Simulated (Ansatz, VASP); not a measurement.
**Na: VASP beside Ansatz**

Contents of INCAR:

```
SYSTEM = Na
PREC = Accurate
ENCUT = 520
EDIFF = 1E-6
ISMEAR = 0
SIGMA = 0.15
LREAL = .FALSE.
LASPH = .TRUE.
NELM = 100
ALGO = Fast
ISIF = 2
LWAVE = .FALSE.
LCHARG = .FALSE.
GGA = PS
NBANDS = 14
```

KPOINTS

```
Automatic mesh
0
G
  12 12 10
  0 0 0
```

The input POSCAR:

```
Na
1.0
    0.0000000000     -3.7893872139      0.0000000000
   -3.7893872139      0.0000000000      0.0000000000
    0.0000000000      0.0000000000     -5.3114276831
Na
2
Direct
    0.5000000000      0.6642007968      0.5000000000
    0.0000000000     -0.1642007968      0.0000000000
```

Input for Ansatz:

```yaml
crystal:
  lattice:
    - [0.0, -3.7893872139, 0.0]
    - [-3.7893872139, 0.0, 0.0]
    - [0.0, 0.0, -5.3114276831]
  atoms:
    - { symbol: Na, position: [0.5, 0.6642007968, 0.5] }
    - { symbol: Na, position: [0.0, -0.1642007968, 0.0] }
basis:
  ecutwfc: 520.0
kpoints:
  mp_grid: { grid: [12, 12, 10] }
hamiltonian:
  xc: pbesol
scf:
  occupations: { method: gaussian, width: 0.15 }
output:
  forces: true
  stress: true
  eigenvalues: true
  write_density: true
  write_potential: true
  elf: true
  volumetric_format: npy
```

Change from the starting cell: mode 4 frozen in at -0.612 Å, equal normal strain along x, y and z +0.0167.

Alike in both runs: task single point; functional PBEsol; k mesh 12 × 12 × 10; occupations gaussian, width 0.15 eV; no spin polarisation.

|  | VASP | Ansatz |
| --- | --- | --- |
| version | VASP 6.6.1 | Ansatz 0.2.0 |
| potentials or method | VASP PAW PBE potentials, release 64 (Na_pv), cutoff 520 eV | scalar-relativistic, plane waves, PAW |
| valence electrons in the cell | 14 | 18 |

|  | VASP | Ansatz | Ansatz less VASP |
| --- | --- | --- | --- |
| gap on the k mesh at the Fermi level (eV) | none | none | - |
| pressure (GPa) | 0.2 | 0.2 | 0.00 |
| traceless stress, the component that is largest in VASP (GPa) | -1.62 | -1.61 | +0.001 |
| rms of the force components (eV/Å) | 0.115 | 0.115 | +0.0001 |

VASP's potentials were made for PBE, not for PBEsol. Atom by atom the forces differ by 0.000 eV/Å (rms over components). A gap of «none» marks a metal or a gap that the smearing closes. The functional is the same, so the differences come from potentials, cutoffs and numerics. VASP's potentials hold 14 valence electrons a cell and Ansatz's 18, so a difference there can come from the potentials and not from the codes.
